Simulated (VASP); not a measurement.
Input of a VASP 6.6.1 run:

The input INCAR:

```
SYSTEM = ZrSnSe
PREC = Accurate ; ENCUT = 520
EDIFF = 1E-6 ; ISMEAR = 0
SIGMA = 0.1 ; LREAL = .False.
LASPH = .True. ; NELM = 100
ALGO = Normal ; ISIF = 2
LWAVE = .False. ; LCHARG = .False.
LDIPOL = .True. ; IDIPOL = 3
DIPOL = 0.5 0.5 0.292 ; GGA = PE
NBANDS = 23
```

File KPOINTS:

```
Automatic mesh
0
Gamma
  14 14 1
  0 0 0
```

POSCAR

```
ZrSnSe
1.0
    3.3454249168      0.0000000000      0.0000000000
    0.0000000000      3.3454249168      0.0000000000
    0.0000000000      0.0000000000     30.6878519200
Zr Sn Se
1 1 1
Direct
    0.0000000000      0.0000000000      0.2806736907
    0.5000000000      0.5000000000      0.3578411729
    0.5000000000      0.5000000000      0.2375972907
```

Potentials or basis: VASP PAW PBE potentials, release 64 (Zr_sv, Sn_d, Se).

Run with:

```sh
$ cat potpaw_PBE.64/Zr_sv/POTCAR potpaw_PBE.64/Sn_d/POTCAR potpaw_PBE.64/Se/POTCAR > POTCAR
$ mpirun -np 1 vasp_std > vasp.out
```

Task: What does it give for the largest force?

Result: 0.019 eV/Å.

Task: Predict the band gap on the k mesh.

Result: Zero (band 16 reaches -1.99 eV, above the bottom of band 17 at -2.71 eV).

Forces on the atoms (eV/Å):
```
Zr   0.000  0.000  0.015
Sn   0.000  0.000  0.004
Se   0.000  0.000 -0.019
```

Caveat: spin-orbit coupling is left out, which moves the levels of the heavy elements.
